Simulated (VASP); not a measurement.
# SnSe (rocksalt type) (Fm-3m) in VASP: further runs

Runs on SnSe (rocksalt type). Level: LDA. Tasks: single point.

Program: VASP 6.6.1. These are calculated values, not measurements. Logs are shortened: lines on timing, memory, paths and dates and some standing lists are left out, and cuts for length are marked.

## Step 1: The cell of the first run

The structure is cubic, space group Fm-3m (No. 225). Conventional cell: a = 4.832 Å, b = 4.832 Å, c = 4.832 Å, α = 90.00°, β = 90.00°, γ = 90.00°. Within 3.2 Å of Sn (site symmetry m-3m) lie 6 Se at 2.42 Å. Within 3.2 Å of Se (site symmetry m-3m) lie 6 Sn at 2.42 Å.

## Step 2: Single point, LDA (14.10 Å³/atom)

INCAR reads:

```
ALGO = Normal ; EDIFF = 1E-6
ENCUT = 500 ; GGA_COMPAT = F
ISIF = 2 ; ISMEAR = -1
LASPH = T ; LCHARG = F
LREAL = F ; LWAVE = F
NBANDS = 17 ; NELM = 120
PREC = Accurate ; SIGMA = 0.05
```

KPOINTS reads:

```
k-points
0
Gamma
  14 14 14
```

POSCAR reads:

```
SnSe
1.0
    0.0000000000      2.4157992045      2.4157992045
    2.4157992045      0.0000000000      2.4157992045
    2.4157992045      2.4157992045      0.0000000000
Sn Se
1 1
Direct
    0.0000000000      0.0000000000      0.0000000000
    0.5000000000      0.5000000000      0.5000000000
```

Potentials or basis: VASP PAW LDA potentials, release 64 (Sn_d, Se).

The run is started by

```sh
$ cat potpaw_LDA.64/Sn_d/POTCAR potpaw_LDA.64/Se/POTCAR > POTCAR
$ mpirun -np 1 vasp_std > vasp.out
```

OUTCAR:

```text
EDIFF = 1E-6
   ENCUT = 500
   ISIF = 2
   ISMEAR = -1
   LASPH = T
   LREAL = F
   NELM = 120
   PREC = Accurate

 ion  position               nearest neighbor table
   1  0.000  0.000  0.000-   2 2.42   2 2.42   2 2.42   2 2.42   2 2.42   2 2.42
   2  0.500  0.500  0.500-   1 2.42   1 2.42   1 2.42   1 2.42   1 2.42   1 2.42

  LATTYP: Found a face centered cubic cell.
 ALAT       =     4.8315984090

  Lattice vectors:

 A1 = (   0.0000000000,   2.4157992045,   2.4157992045)
 A2 = (   2.4157992045,   0.0000000000,   2.4157992045)
 A3 = (   2.4157992045,   2.4157992045,   0.0000000000)

Analysis of symmetry for initial positions (statically):
=====================================================================
 Subroutine PRICEL returns:
 Original cell was already a primitive cell.

 Routine SETGRP: Setting up the symmetry group for a
 face centered cubic supercell.

 Subroutine GETGRP returns: Found 48 space group operations
 (whereof 48 operations were pure point group operations)
 out of a pool of 48 trial point group operations.

The static configuration has the point symmetry O_h .

Analysis of symmetry for dynamics (positions and initial velocities):
=====================================================================
 Subroutine PRICEL returns:
 Original cell was already a primitive cell.

 Routine SETGRP: Setting up the symmetry group for a
 face centered cubic supercell.

 Subroutine GETGRP returns: Found 48 space group operations
 (whereof 48 operations were pure point group operations)
 out of a pool of 48 trial point group operations.

The dynamic configuration has the point symmetry O_h .

 Subroutine INISYM returns: Found 48 space group operations
 (whereof 48 operations are pure point group operations),
 and found     1 'primitive' translations

----------------------------------------------------------------------------------------

                                     Primitive cell

  volume of cell :      28.1976

  direct lattice vectors                    reciprocal lattice vectors
     0.000000000  2.415799204  2.415799204    -0.206970844  0.206970844  0.206970844
     2.415799204  0.000000000  2.415799204     0.206970844 -0.206970844  0.206970844
     2.415799204  2.415799204  0.000000000     0.206970844  0.206970844 -0.206970844

  length of vectors
     3.416455999  3.416455999  3.416455999     0.358484017  0.358484017  0.358484017

  position of ions in fractional coordinates (direct lattice)
     0.000000000  0.000000000  0.000000000
     0.500000000  0.500000000  0.500000000

  ion indices of the primitive-cell ions
   primitive index   ion index
                 1           1
                 2           2

----------------------------------------------------------------------------------------

 KPOINTS: k-points

Automatic generation of k-mesh.
 Grid dimensions read from file:
 generate k-points for:   14   14   14

 Generating k-lattice:

  Cartesian coordinates                     Fractional coordinates (reciprocal lattice)
    -0.014783632  0.014783632  0.014783632     0.071428571  0.000000000  0.000000000
     0.014783632 -0.014783632  0.014783632     0.000000000  0.071428571  0.000000000
     0.014783632  0.014783632 -0.014783632     0.000000000  0.000000000  0.071428571

  Length of vectors
     0.025606001  0.025606001  0.025606001

  Shift w.r.t. Gamma in fractional coordinates (k-lattice)
     0.000000000  0.000000000  0.000000000

 Subroutine IBZKPT returns following result:
 ===========================================

 Found    104 irreducible k-points:

 Following reciprocal coordinates:
            Coordinates               Weight
  0.000000  0.000000  0.000000      1.000000
  0.071429  0.000000  0.000000      8.000000
  0.142857  0.000000  0.000000      8.000000
  0.214286  0.000000  0.000000      8.000000
  0.285714  0.000000  0.000000      8.000000
  0.357143  0.000000  0.000000      8.000000
[... 16 lines left out ...]
  0.214286  0.142857  0.000000     24.000000
  0.285714  0.142857  0.000000     24.000000
 [... further k-points ...]
   k-points           NKPTS =    104   k-points in BZ     NKDIM =    104   number of bands    NBANDS=     17
   number of dos      NEDOS =    301   number of ions     NIONS =      2
   total plane-waves  NPLWV =  21952
   dimension x,y,z NGX =    28 NGY =   28 NGZ =   28
   dimension x,y,z NGXF=    56 NGYF=   56 NGZF=   56
   ions per type =               1   1
   NGX,Y,Z   is equivalent  to a cutoff of  13.62, 13.62, 13.62 a.u.
   NGXF,Y,Z  is equivalent  to a cutoff of  27.25, 27.25, 27.25 a.u.
 SYSTEM =  unknown system
   PREC   = accura    normal or accurate (medium, high low for compatibility)
   ISTART =      0    job   : 0-new  1-cont  2-samecut
   ICHARG =      2    charge: 1-file 2-atom 10-const
   ISPIN  =      1    spin polarized calculation?
   LNONCOLLINEAR =      F non collinear calculations
   LSORBIT =      F    spin-orbit coupling
   LASPH  =      T    aspherical Exc in radial PAW
   ENCUT  =  500.0 eV  36.75 Ry    6.06 a.u.   6.23  6.23  6.23*2*pi/ulx,y,z
   NELM   =    120;   NELMIN=  2; NELMDL= -5     # of ELM steps
   EDIFF  = 0.1E-05   stopping-criterion for ELM
   LREAL  =      F    real-space projection
   EDIFFG = 0.1E-04   stopping-criterion for IOM
   NSW    =      0    number of steps for IOM
   IBRION =     -1    ionic relax: 0-MD 1-quasi-New 2-CG
   NFREE  =      0    steps in history (QN), initial steepest desc. (CG)
   ISIF   =      2    stress and relaxation
   ISYM   =      2    0-nonsym 1-usesym 2-fastsym
   POTIM  = 0.5000    time-step for ionic-motion
   TEBEG  =    0.0;   TEEND  =   0.0 temperature during run
   PSTRESS=    0.0 pullay stress
   NELECT =      20.0000    total number of electrons
   NUPDOWN=      -1.0000    fix difference up-down
   EMIN   =  10.00;   EMAX   =-10.00  energy-range for DOS
   EFERMI =   0.00;   METHOD = LEGACY
   ISMEAR =    -1;   SIGMA  =   0.05  broadening in eV -4-tet -1-fermi 0-gaus
   EFERMI_NEDOS =   21; number of points for ismear=-14 and -15
   IALGO  =     38    algorithm
   IMIX   =      4    mixing-type and parameters
     AMIX     =   0.40;   BMIX     =  1.00
     AMIX_MAG =   1.60;   BMIX_MAG =  1.00
  volume/ion in A,a.u.               =      14.10        95.14
  Fermi-wavevector in a.u.,A,eV,Ry     =   1.459981  2.758965 29.001441  2.131546
  Thomas-Fermi vector in A             =   2.576485
   LORBIT       =      0    0 simple, 1 ext, 2 COOP (PROOUT), +10 PAW based schemes
   GGA     = CA    functional components
   LHFCALC =     F    Hartree Fock is set to
   AEXX    =    0.0000 exact exchange contribution
   IVDW    =     0    specifies the selected vdW correction
   LEPSILON=     F    determine dielectric tensor
   LRPA    =     F    only Hartree local field effects (RPA)
 non-spin polarized calculation
  energy-cutoff  :      500.00
  volume of cell :       28.20
 maximum number of plane-waves:       730
 NGX is ok and might be reduce to    28
   NGX = 13   NGY = 13   NGZ = 13

 number of electron      19.9999996 magnetization

 Free energy of the ion-electron system (eV)
  ---------------------------------------------------
  ext. energy  EPLUGINS =         0.00000000
  ---------------------------------------------------
  free energy    TOTEN  =        -3.98794168 eV

  energy without entropy =       -3.98358167  energy(sigma->0) =       -3.98576167

 E-fermi :  16.2157     XC(G=0): -13.1337

 val. band max:       16.2106827513   @ k =  -0.4286   0.0714   0.0000
 cond. band min:      16.2724473151   @ k =  -0.3571   0.0714   0.0000
 fundamental gap:      0.0617645639
 Fermi energy:        16.2156602493

 k-point     1 :       0.0000    0.0000    0.0000
  band No.  band energies     occupation
      1      -7.0801      2.00000
      2      -7.0801      2.00000
      3      -7.0198      2.00000
      4      -7.0198      2.00000
      5      -7.0198      2.00000
      6      -4.8940      2.00000
[... 9 lines left out ...]
     16      22.6859      0.00000
     17      22.6859      0.00000

 k-point     2 :       0.0714    0.0000    0.0000
  band No.  band energies     occupation
      1      -7.0859      2.00000
      2      -7.0859      2.00000
      3      -7.0207      2.00000
      4      -7.0140      2.00000
      5      -7.0140      2.00000
      6      -4.8026      2.00000
[... 9 lines left out ...]
     16      22.2450      0.00000
     17      23.2451      0.00000

 k-point     3 :       0.1429    0.0000    0.0000
  band No.  band energies     occupation
      1      -7.1049      2.00000
      2      -7.1049      2.00000
      3      -7.0243      2.00000
      4      -6.9946      2.00000
      5      -6.9946      2.00000
      6      -4.5294      2.00000
[... 9 lines left out ...]
     16      21.9676      0.00000
     17      25.1320      0.00000

 k-point     4 :       0.2143    0.0000    0.0000
  band No.  band energies     occupation
      1      -7.1349      2.00000
      2      -7.1349      2.00000
      3      -7.0315      2.00000
      4      -6.9640      2.00000
      5      -6.9640      2.00000
      6      -4.0812      2.00000
[... 9 lines left out ...]
     16      22.3956      0.00000
     17      27.4263      0.00000
[... 343 lines left out ...]
      1      -7.1710      2.00000
      2      -7.0630      2.00000
      3      -7.0408      2.00000
      4      -6.9830      2.00000
      5      -6.9830      2.00000
      6      -4.3819      2.00000
[... 9 lines left out ...]
     16      24.5245      0.00000
     17      24.9086      0.00000

 k-point    23 :       0.2143    0.1429    0.0000
  band No.  band energies     occupation
      1      -7.2224      2.00000
      2      -7.0669      2.00000
      3      -7.0479      2.00000
      4      -6.9651      2.00000
      5      -6.9567      2.00000
      6      -4.0266      2.00000
[... 9 lines left out ...]
     16      24.5643      0.00000
     17      26.6807      0.00000

 k-point    24 :       0.2857    0.1429    0.0000
  band No.  band energies     occupation
      1      -7.2699      2.00000
      2      -7.0894      2.00000
      3      -7.0491      2.00000
      4      -6.9481      2.00000
      5      -6.9207      2.00000
      6      -3.5023      2.00000
[... 9 lines left out ...]
     16      24.9392      0.00000
     17      28.7609      0.00000

 [... further k-points ...]
[... 5 lines left out ...]
  --------------------------------------------------------------------------------------
  -------------------------------------------------------------------------------------
  Total       22.7672316     22.7672316     22.7672316      0.0000000      0.0000000      0.0000000
  in kB     1293.6247314   1293.6247314   1293.6247314      0.0000000      0.0000000      0.0000000
  external PRESSURE =    1293.6247314 kB  Pullay stress =       0.0000000 kB

 VOLUME and BASIS-vectors are now :
 -----------------------------------------------------------------------------
  energy-cutoff  :      500.00
  volume of cell :       28.20
      direct lattice vectors                 reciprocal lattice vectors
     0.000000000  2.415799204  2.415799204    -0.206970844  0.206970844  0.206970844
     2.415799204  0.000000000  2.415799204     0.206970844 -0.206970844  0.206970844
     2.415799204  2.415799204  0.000000000     0.206970844  0.206970844 -0.206970844

 POSITION                                       TOTAL-FORCE (eV/Angst)
 -----------------------------------------------------------------------------------
      0.00000      0.00000      0.00000         0.000000      0.000000      0.000000
      2.41580      2.41580      2.41580        -0.000000     -0.000000     -0.000000
 -----------------------------------------------------------------------------------
    total drift:                               -0.000000      0.000000      0.000000

  FREE ENERGIE OF THE ION-ELECTRON SYSTEM (eV)
  ---------------------------------------------------
  free  energy   TOTEN  =        -3.9879416822 eV

  energy  without entropy=       -3.9835816655  energy(sigma->0) =       -3.98576167
```

It took 94 s on 1 thread of Intel Xeon 8259CL, shared host; peak memory 0.18 GiB.

Results:

```
Free energy            : -3.9879 eV
Pressure               : 129.4 GPa
Band gap on the k mesh : zero (bands 10 and 11 overlap by 1.54 eV)
```

Levels at points of the mesh, in eV from the Fermi level:
```
           k point  band 7  band 8  band 9  band 10  band 11  band 12  band 13  band 14
(0.00, 0.00, 0.00)   -4.96   -4.96   -4.96    -1.66     4.40     4.40     4.40     5.57
(0.50, 0.00, 0.00)  -13.81   -4.11   -4.11    -1.41    -0.35    -0.35     3.67    10.37
(0.50, 0.50, 0.00)  -12.07   -8.20   -8.20    -7.00    -0.31     9.41     9.41    10.21
```

Caveat: the cell stands under pressure; spin-orbit coupling is left out, which moves the levels of the heavy elements.

## Step 3: Single point, LDA (16.41 Å³/atom)

This run uses another cell than the first one, of 16.41 Å³/atom.

INCAR reads:

```
SYSTEM = SnSe
ALGO = Normal ; EDIFF = 1E-6
ENCUT = 500 ; GGA_COMPAT = .False.
ISIF = 2 ; ISMEAR = -1
LASPH = .True. ; LCHARG = .False.
LREAL = .False. ; LWAVE = .False.
NBANDS = 17 ; NELM = 120
PREC = Accurate ; SIGMA = 0.05
```

KPOINTS reads:

```
k-points
0
Gamma
  14 14 14
  0 0 0
```

POSCAR reads:

```
SnSe
1.0
    0.0000000000      2.5409722887      2.5409722887
    2.5409722887      0.0000000000      2.5409722887
    2.5409722887      2.5409722887      0.0000000000
Sn Se
1 1
Direct
    0.0000000000      0.0000000000      0.0000000000
    0.5000000000      0.5000000000      0.5000000000
```

Potentials or basis: VASP PAW LDA potentials, release 64 (Sn_d, Se).

The run is started by

```sh
$ cat potpaw_LDA.64/Sn_d/POTCAR potpaw_LDA.64/Se/POTCAR > POTCAR
$ mpirun -np 1 vasp_std > vasp.out
```

OUTCAR:

```text
SYSTEM = SnSe
   EDIFF = 1E-6
   ENCUT = 500
   ISIF = 2
   ISMEAR = -1
   LASPH = .True.
   LREAL = .False.
   NELM = 120
   PREC = Accurate

 ion  position               nearest neighbor table
   1  0.000  0.000  0.000-   2 2.54   2 2.54   2 2.54   2 2.54   2 2.54   2 2.54
   2  0.500  0.500  0.500-   1 2.54   1 2.54   1 2.54   1 2.54   1 2.54   1 2.54

  LATTYP: Found a face centered cubic cell.
 ALAT       =     5.0819445774

  Lattice vectors:

 A1 = (   0.0000000000,   2.5409722887,   2.5409722887)
 A2 = (   2.5409722887,   0.0000000000,   2.5409722887)
 A3 = (   2.5409722887,   2.5409722887,   0.0000000000)

[... 648 lines left out ...]
      6      -4.7169      2.00000
[... 9 lines left out ...]
     16      21.7297      0.00000
     17      25.1222      0.00000

 [... further k-points ...]
[... 5 lines left out ...]
  --------------------------------------------------------------------------------------
  -------------------------------------------------------------------------------------
  Total       14.3758470     14.3758470     14.3758470      0.0000000      0.0000000      0.0000000
  in kB      701.9630362    701.9630362    701.9630362      0.0000000      0.0000000      0.0000000
  external PRESSURE =     701.9630362 kB  Pullay stress =       0.0000000 kB

 VOLUME and BASIS-vectors are now :
 -----------------------------------------------------------------------------
  energy-cutoff  :      500.00
  volume of cell :       32.81
      direct lattice vectors                 reciprocal lattice vectors
     0.000000000  2.540972289  2.540972289    -0.196775070  0.196775070  0.196775070
     2.540972289  0.000000000  2.540972289     0.196775070 -0.196775070  0.196775070
     2.540972289  2.540972289  0.000000000     0.196775070  0.196775070 -0.196775070

 POSITION                                       TOTAL-FORCE (eV/Angst)
 -----------------------------------------------------------------------------------
      0.00000      0.00000      0.00000        -0.000000      0.000000     -0.000000
      2.54097      2.54097      2.54097         0.000000     -0.000000      0.000000
 -----------------------------------------------------------------------------------
    total drift:                               -0.000000      0.000000      0.000000

  FREE ENERGIE OF THE ION-ELECTRON SYSTEM (eV)
  ---------------------------------------------------
  free  energy   TOTEN  =        -6.7701188053 eV

  energy  without entropy=       -6.7649019280  energy(sigma->0) =       -6.76751037
```

OSZICAR:

```text
N       E                     dE             d eps       ncg     rms          rms(c)
DAV:   1     0.133841655074E+03    0.13384E+03   -0.97721E+03  3706   0.169E+03
DAV:   2     0.375734919345E+01   -0.13008E+03   -0.12576E+03  3850   0.367E+02
DAV:   3    -0.671969481693E+01   -0.10477E+02   -0.10365E+02  4322   0.899E+01
DAV:   4    -0.692907698859E+01   -0.20938E+00   -0.20919E+00  4229   0.128E+01
DAV:   5    -0.693378014414E+01   -0.47032E-02   -0.47027E-02  4642   0.196E+00    0.917E+00
DAV:   6    -0.680969805098E+01    0.12408E+00   -0.10172E-01  5246   0.287E+00    0.559E+00
DAV:   7    -0.677224225186E+01    0.37456E-01   -0.70071E-02  5218   0.173E+00    0.586E-01
DAV:   8    -0.677013698929E+01    0.21053E-02   -0.93074E-03  5107   0.918E-01    0.164E-01
DAV:   9    -0.677012053359E+01    0.16456E-04   -0.45980E-04  4208   0.193E-01    0.526E-02
DAV:  10    -0.677011929007E+01    0.12435E-05   -0.27830E-05  5466   0.845E-02    0.196E-02
DAV:  11    -0.677011880531E+01    0.48476E-06   -0.49685E-06  4708   0.220E-02
   1 F= -.67701188E+01 E0= -.67675104E+01  d E =-.521688E-02
```

stdout:

```text
POSCAR found type information on POSCAR SnSe
 POSCAR found :  2 types and       2 ions
 scaLAPACK will be used
 LDA part: xc-table for (Slater(with rela. corr.)+CA(PZ))
 , standard interpolation
 POSCAR, INCAR and KPOINTS ok, starting setup
 FFT: planning ... GRIDC
 FFT: planning ... GRID_SOFT
 FFT: planning ... GRID
 WAVECAR not read
 entering main loop
```

It took 87 s on 1 thread of Intel Xeon 8259CL, shared host; peak memory 0.18 GiB.

Results:

- Free energy: -6.7701 eV
- Pressure: 70.2 GPa
- Band gap on the k mesh: zero (bands 10 and 11 overlap by 0.70 eV)

Caveat: the cell stands under pressure; semilocal functionals underestimate gaps, so a narrow gap can read as zero; spin-orbit coupling is left out, which moves the levels of the heavy elements.
